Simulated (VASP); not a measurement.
# Co (Fd-3m) in VASP: a series of runs, part 2 of 2

VASP 6.6.1. The steps go on from the part before.

## Step 4: Relaxation of cell and atoms, revPBE

This run uses another cell than the first one, of 14.95 Å³/atom, 0.980 times its volume.

INCAR reads:

```
SYSTEM = Co
PREC     = Accurate       ! precision mode
ENCUT    = 600            ! plane-wave cutoff, eV
EDIFF    = 1E-6           ! SCF threshold, eV
ISMEAR   = -1             ! smearing method
SIGMA    = 0.1            ! smearing width, eV
LREAL    = .False.        ! projectors in reciprocal space
LASPH    = .True.         ! aspherical terms in the spheres
NELM     = 100            ! most SCF steps
ALGO     = Normal         ! electronic algorithm
ISIF     = 3              ! what is computed and relaxed
LWAVE    = .False.        ! write WAVECAR
LCHARG   = .False.        ! write CHGCAR
GGA      = RE             ! functional
IBRION   = 2              ! ionic algorithm
NSW      = 80             ! ionic steps
EDIFFG   = -0.01          ! ionic threshold
```

KPOINTS reads:

```
regular mesh
0
Gamma
  11 11 11
  0 0 0
```

POSCAR reads:

```
Co
1.0
    0.0000000000      2.4634331982      2.4634331982
    2.4634331982      0.0000000000      2.4634331982
    2.4634331982      2.4634331982      0.0000000000
Co
2
Direct
    0.1250000000      0.1250000000      0.1250000000
    0.8750000000      0.8750000000      0.8750000000
```

Potentials or basis: VASP PAW PBE potentials, release 64 (Co).

The run is started by

```console
$ cat potpaw_PBE.64/Co/POTCAR > POTCAR
$ mpirun -np 1 vasp_std > vasp.out
```

OUTCAR:

```text
SYSTEM = Co
   PREC = Accurate
   ENCUT = 600
   EDIFF = 1E-6
   ISMEAR = -1
   LREAL = .False.
   LASPH = .True.
   NELM = 100
   ISIF = 3
   GGA = RE
   IBRION = 2
   NSW = 80
   EDIFFG = -0.01

 ion  position               nearest neighbor table
   1  0.125  0.125  0.125-   2 2.13   2 2.13   2 2.13   2 2.13
   2  0.875  0.875  0.875-   1 2.13   1 2.13   1 2.13   1 2.13

  LATTYP: Found a face centered cubic cell.
 ALAT       =     4.9268663964

  Lattice vectors:

 A1 = (   0.0000000000,   2.4634331982,   2.4634331982)
 A2 = (   2.4634331982,   0.0000000000,   2.4634331982)
 A3 = (   2.4634331982,   2.4634331982,   0.0000000000)

Analysis of symmetry for initial positions (statically):
=====================================================================
 Subroutine PRICEL returns:
 Original cell was already a primitive cell.

 Routine SETGRP: Setting up the symmetry group for a
 face centered cubic supercell.

 Subroutine GETGRP returns: Found 48 space group operations
 (whereof 12 operations were pure point group operations)
 out of a pool of 48 trial point group operations.

The static configuration has the point symmetry D_3d.
 The point group associated with its full space group is O_h .

Analysis of symmetry for dynamics (positions and initial velocities):
=====================================================================
 Subroutine PRICEL returns:
 Original cell was already a primitive cell.

 Routine SETGRP: Setting up the symmetry group for a
 face centered cubic supercell.

 Subroutine GETGRP returns: Found 48 space group operations
 (whereof 12 operations were pure point group operations)
 out of a pool of 48 trial point group operations.

The dynamic configuration has the point symmetry D_3d.
 The point group associated with its full space group is O_h .

 Subroutine INISYM returns: Found 48 space group operations
 (whereof 12 operations are pure point group operations),
[... 128 lines left out ...]
 non-spin polarized calculation
  energy-cutoff  :      600.00
  volume of cell :       29.90
 maximum number of plane-waves:      1010
   NGX = 13   NGY = 13   NGZ = 13

--------------------------------------- Ionic step        1  -------------------------------------------

 number of electron      17.9999993 magnetization

 Free energy of the ion-electron system (eV)
  ---------------------------------------------------
  ext. energy  EPLUGINS =         0.00000000
  ---------------------------------------------------
  free energy    TOTEN  =       -10.65419050 eV

  energy without entropy =      -10.51006467  energy(sigma->0) =      -10.58212759

------------------------ aborting loop because EDIFF is reached ----------------------------------------

  FORCE on cell =-STRESS in cart. coord.  units (eV):
  Direction    XX          YY          ZZ          XY          YZ          ZX
  --------------------------------------------------------------------------------------
  -------------------------------------------------------------------------------------
  Total        0.2788348      0.2788348      0.2788348      0.0000000      0.0000000      0.0000000
  in kB       14.9418761     14.9418761     14.9418761      0.0000000      0.0000000      0.0000000
  external PRESSURE =      14.9418761 kB  Pullay stress =       0.0000000 kB
[... 59 lines left out ...]
--------------------------------------- Ionic step        3  -------------------------------------------

 number of electron      17.9999999 magnetization

 Free energy of the ion-electron system (eV)
  ---------------------------------------------------
  ext. energy  EPLUGINS =         0.00000000
  ---------------------------------------------------
  free energy    TOTEN  =       -10.65591478 eV

  energy without entropy =      -10.50914389  energy(sigma->0) =      -10.58252933

 E-fermi :   6.2291     XC(G=0): -11.1725

 val. band max:        6.2003661578   @ k =  -0.4545   0.2727   0.0909
 cond. band min:       6.2398008856   @ k =   0.4545   0.1818   0.0000
 fundamental gap:      0.0394347279
 Fermi energy:         6.2290881076

 k-point     1 :       0.0000    0.0000    0.0000
  band No.  band energies     occupation
      1      -0.5459      2.00000
      2       3.2987      2.00000
      3       3.2987      2.00000
      4       3.4440      2.00000
      5       3.4440      2.00000
      6       3.4440      2.00000
      7       5.2245      1.99991
      8       5.2245      1.99991
      9       5.2245      1.99991
     10       6.5061      0.11793
     11       6.5061      0.11793
     12      19.3560      0.00000
     13      19.3560      0.00000
[... 354 lines left out ...]
  band No.  band energies     occupation
      1       1.0608      2.00000
      2       2.9559      2.00000
      3       3.3145      2.00000
      4       3.4322      2.00000
      5       3.6988      2.00000
      6       4.0823      2.00000
      7       4.7174      2.00000
      8       4.9884      1.99999
      9       5.6935      1.99060
     10       6.1907      1.18977
     11       6.6358      0.03369
     12      12.5655      0.00000
     13      12.6951      0.00000

 [... further k-points ...]
[... 5 lines left out ...]
  --------------------------------------------------------------------------------------
  -------------------------------------------------------------------------------------
  Total       -0.0014509     -0.0014509     -0.0014509     -0.0000000     -0.0000000      0.0000000
  in kB       -0.0767889     -0.0767889     -0.0767889     -0.0000000     -0.0000000      0.0000000
  external PRESSURE =      -0.0767889 kB  Pullay stress =       0.0000000 kB
[... 17 lines left out ...]
  FREE ENERGIE OF THE ION-ELECTRON SYSTEM (eV)
  ---------------------------------------------------
  free  energy   TOTEN  =       -10.6559147799 eV

  energy  without entropy=      -10.5091438852  energy(sigma->0) =      -10.58252933

 reached required accuracy - stopping structural energy minimisation
```

OSZICAR:

```text
N       E                     dE             d eps       ncg     rms          rms(c)
DAV:   1     0.962241321551E+02    0.96224E+02   -0.92483E+03  1456   0.192E+03
DAV:   2    -0.883106401181E+01   -0.10506E+03   -0.97609E+02  1461   0.293E+02
DAV:   3    -0.121416829964E+02   -0.33106E+01   -0.31788E+01  1655   0.735E+01
[... 23 lines left out ...]
DAV:   3    -0.106563070569E+02    0.80326E-02   -0.39313E-02  1471   0.360E+00    0.133E-01
DAV:   4    -0.106559186575E+02    0.38840E-03   -0.26053E-04  1713   0.187E-01    0.213E-02
DAV:   5    -0.106559169017E+02    0.17558E-05   -0.27388E-05  1650   0.610E-02    0.757E-03
DAV:   6    -0.106559144425E+02    0.24592E-05   -0.16445E-06  1313   0.183E-02    0.159E-03
DAV:   7    -0.106559147799E+02   -0.33734E-06   -0.13610E-07   743   0.507E-03
   3 F= -.10655915E+02 E0= -.10582529E+02  d E =-.172428E-02
```

Run time: 36 s. Hardware: 1 thread of AMD EPYC 9R45 (Zen 5), shared host; peak memory 0.14 GiB.

What came out:

- Free energy: -10.6559 eV
- Relaxed volume: 15.14 Å³/atom
- Relaxed cell: a = 3.498 Å, b = 3.498 Å, c = 3.498 Å, α = 60.00°, β = 60.00°, γ = 60.00°
- Space group after relaxing (to 0.05 Å): Fd-3m (No. 227)
- Energy gained by relaxing: 0.9 meV/atom
- Ionic steps: 3
- Pressure after relaxing: 0.0 GPa
- Band gap on the k mesh: zero (band 9 reaches 6.65 eV, above the bottom of band 10 at 5.98 eV)

Step by step:
| step | energy change (eV) | largest force (eV/Å) | pressure (GPa) | volume (Å³) |
| --- | --- | --- | --- | --- |
| 1 | 0.0000 | 0.0000 | 1.49 | 29.90 |
| 2 | -0.0011 | 0.0000 | -0.89 | 30.51 |
| 3 | -0.0017 | 0.0000 | -0.01 | 30.27 |

Final structure:
```
Co
1.0
     0.00000    2.47364    2.47364
     2.47364    0.00000    2.47364
     2.47364    2.47364    0.00000
Co
2
Direct
  0.12500 0.12500 0.12500
  0.87500 0.87500 0.87500
```

Levels at points of the mesh, in eV from the Fermi level:
| k point | band 6 | band 7 | band 8 | band 9 | band 10 | band 11 | band 12 | band 13 |
| --- | --- | --- | --- | --- | --- | --- | --- | --- |
| (0.00, 0.00, 0.00) | -2.79 | -1.00 | -1.00 | -1.00 | 0.28 | 0.28 | 13.13 | 13.13 |

Caveat: the PAW data sets were made with another functional, which shifts forces and pressure a little; the run has no spin polarisation, though such a crystal can be magnetic.

## Step 5: Single point, revPBE

INCAR reads:

```
  PREC = Accurate
  ENCUT = 520
  EDIFF = 1E-6
  ISMEAR = -1
  SIGMA = 0.1
  LREAL = F
  LASPH = T
  NELM = 60
  ALGO = Normal
  ISIF = 2
  LWAVE = F
  LCHARG = F
  GGA = RE
  NBANDS = 16
```

KPOINTS reads:

```
Automatic mesh
0
Gamma
  18 18 18
```

POSCAR reads:

```
Co
1.0
    0.0000000000      2.4797380452      2.4797380452
    2.4797380452      0.0000000000      2.4797380452
    2.4797380452      2.4797380452      0.0000000000
Co
2
Direct
    0.1250000000      0.1250000000      0.1250000000
    0.8750000000      0.8750000000      0.8750000000
```

The run is started by

```console
$ cat potpaw_PBE.64/Co/POTCAR > POTCAR
$ mpirun -np 1 vasp_std > vasp.out
```

Run time: 57 s. Hardware: 1 thread of AMD EPYC 9R45 (Zen 5), shared host; peak memory 0.19 GiB.

The run converged. Its results:

* Free energy: -10.6559 eV
* Pressure: -0.8 GPa
* Band gap on the k mesh: zero (band 9 reaches 6.59 eV, above the bottom of band 10 at 5.85 eV)

Levels at points of the mesh, in eV from the Fermi level:
```tsv
k point	band 5	band 6	band 7	band 8	band 9	band 10	band 11	band 12	band 13	band 14
(0.00, 0.00, 0.00)	-2.76	-2.76	-0.99	-0.99	-0.99	0.27	0.27	13.06	13.06	13.06
(0.50, 0.00, 0.00)	-2.76	-2.76	-1.43	-0.56	-0.56	0.09	0.09	1.44	9.58	9.58
(0.50, 0.50, 0.00)	-1.95	-1.95	-1.27	-1.27	0.25	0.25	1.83	1.83	4.87	4.87
```

Caveat: the PAW data sets were made with another functional, which shifts forces and pressure a little; the run has no spin polarisation, though such a crystal can be magnetic. Spin polarisation is off, so any magnetic state and its effect on volume and gap are missing.

## Step 6: Overview

```tsv
task	cell	k mesh	cutoff (eV)	gap on the mesh (eV)	pressure (GPa)
single point	a = 3.507 Å, angles 60.0°, 2 atoms	11 × 11 × 11	520	none	-0.8
single point	a = 3.459 Å, angles 60.0°, 2 atoms	12 × 12 × 12	520	none	4.3
relaxation of cell and atoms	relaxed from a = 3.484 Å, angles 60.0°, 2 atoms	11 × 11 × 11	600	none	0.0
single point	a = 3.507 Å, angles 60.0°, 2 atoms	18 × 18 × 18	520	none	-0.8
```

Alike in all rows: level revPBE; potentials or basis VASP PAW PBE potentials, release 64 (Co); no spin polarisation; smearing fermi-dirac 0.1 eV.

Caveats: the PAW data sets were made with another functional, which shifts forces and pressure a little; the run has no spin polarisation, though such a crystal can be magnetic.

Total energies depend on the potentials used, so only differences within one code and one set of settings carry meaning.
